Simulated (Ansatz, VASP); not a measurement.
# Two plane-wave programs on ZnCu2SnS4

The input INCAR:

```
ALGO = Normal
EDIFF = 1E-7
ENCUT = 520
GGA = PS
ISIF = 2
ISMEAR = -1
LASPH = True
LCHARG = False
LREAL = False
LWAVE = False
NBANDS = 46
NELM = 80
PREC = Accurate
SIGMA = 0.05
```

The input KPOINTS:

```
k-points
0
Gamma
  6 6 6
```

POSCAR

```
ZnCu2SnS4
1.0
   -2.6984915400      2.6984915400      5.3955884400
    2.6984915400     -2.6984915400      5.3955884400
    2.6984915400      2.6984915400     -5.3955884400
Sn Zn Cu S
1 1 2 4
Direct
    0.5000000000      0.5000000000      0.0000000000
    0.0000000000      0.0000000000      0.0000000000
    0.7500000000      0.2500000000      0.5000000000
    0.2500000000      0.7500000000      0.5000000000
    0.1087770700      0.1087770700      0.4840744100
    0.6247026600      0.6247026600      0.5159255900
    0.3752973400      0.8912229300      0.0000000000
    0.8912229300      0.3752973400      0.0000000000
```

File input.yaml:

```yaml
crystal:
  lattice:
    - [-2.69849154, 2.69849154, 5.39558844]
    - [2.69849154, -2.69849154, 5.39558844]
    - [2.69849154, 2.69849154, -5.39558844]
  atoms:
    - { symbol: Sn, position: [0.5, 0.5, 0.0] }
    - { symbol: Zn, position: [0.0, 0.0, 0.0] }
    - { symbol: Cu, position: [0.75, 0.25, 0.5] }
    - { symbol: Cu, position: [0.25, 0.75, 0.5] }
    - { symbol: S, position: [0.10877707, 0.10877707, 0.48407441] }
    - { symbol: S, position: [0.62470266, 0.62470266, 0.51592559] }
    - { symbol: S, position: [0.37529734, 0.89122293, 0.0] }
    - { symbol: S, position: [0.89122293, 0.37529734, 0.0] }
hamiltonian:
  xc: pbesol
  pseudopotentials: { kind: paw }
kpoints:
  mp_grid: { grid: [6, 6, 6] }
scf:
  occupations: { method: fermi_dirac, width: 0.05 }
output:
  forces: true
  stress: true
  eigenvalues: true
```

Alike in both runs: task single point; functional PBEsol; k mesh 6 × 6 × 6; occupations fermi-dirac, width 0.05 eV; no spin polarisation.

|  | VASP | Ansatz |
| --- | --- | --- |
| version | VASP 6.6.1 | Ansatz 0.2.0 |
| potentials or method | VASP PAW PBE potentials, release 64 (Sn_d, Zn, Cu, S) | Ansatz PAW |
| plane-wave cutoff (eV) | 520 | 420 |
| valence electrons in the cell | 72 | 88 |

Ansatz gave:

- pressure (GPa): -0.8
- traceless stress, the component that is largest in VASP (GPa): 0.14
- rms of the force components (eV/Å): 0.084

Problem. Estimate VASP's values.

Solution. Pressure (GPa): -0.7; traceless stress, the component that is largest in VASP (GPa): 0.13; rms of the force components (eV/Å): 0.068.

VASP's potentials were made for PBE, not for PBEsol. Atom by atom the forces differ by 0.016 eV/Å (rms over components). VASP's potentials hold 72 valence electrons a cell and Ansatz's 88, so a difference there can come from the potentials and not from the codes.
